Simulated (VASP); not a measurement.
Set up this calculation in VASP 6.6.1, as the native input.

* Task: single point
* Functional: LDA
* Potentials or basis: VASP PAW LDA potentials, release 64 (Ti_sv)
* Cutoff: 520 eV
* k mesh: 14 × 14 × 14
* Occupations: fermi-dirac, width 0.1 eV
* Spin: no spin polarisation
* Dipole correction: no
* Further INCAR settings: ALGO = Normal; EDIFF = 1e-06; NBANDS = 12

The structure of Ti lies in POSCAR:

```
Ti
1.0
    2.5899524139      0.0000000000      0.0000000000
    0.0000000000      2.5899524139      0.0000000000
    0.0000000000      0.0000000000      2.5899524139
Ti
1
Direct
    0.0000000000      0.0000000000      0.0000000000
```

This cell differs from its parent crystal: volume scaled by 1.04.

One way to write it, as run:

INCAR

```
PREC     = Accurate       # precision mode
ENCUT    = 520            # plane-wave cutoff, eV
EDIFF    = 1E-6           # SCF threshold, eV
ISMEAR   = -1             # smearing method
SIGMA    = 0.1            # smearing width, eV
LREAL    = F              # projectors in reciprocal space
LASPH    = T              # aspherical terms in the spheres
NELM     = 80             # most SCF steps
ALGO     = Normal         # electronic algorithm
ISIF     = 2              # what is computed and relaxed
LWAVE    = F              # write WAVECAR
LCHARG   = F              # write CHGCAR
GGA      = CA             # functional
NBANDS   = 12             # bands
```

KPOINTS

```
Automatic mesh
0
Gamma
  14 14 14
```

Potentials or basis: VASP PAW LDA potentials, release 64 (Ti_sv).

Command:

```sh
$ cat potpaw_LDA.64/Ti_sv/POTCAR > POTCAR
$ mpirun -np 1 vasp_std > vasp.out
```

Results of the run:

The pressure is -3.5 GPa and the band gap on the k mesh is zero (band 6 reaches 8.57 eV, above the bottom of band 7 at 6.46 eV).

Wall time 12 s on 1 thread of AMD EPYC 7R13 Processor (Zen 3), on a shared host, peak memory 0.1 GiB.
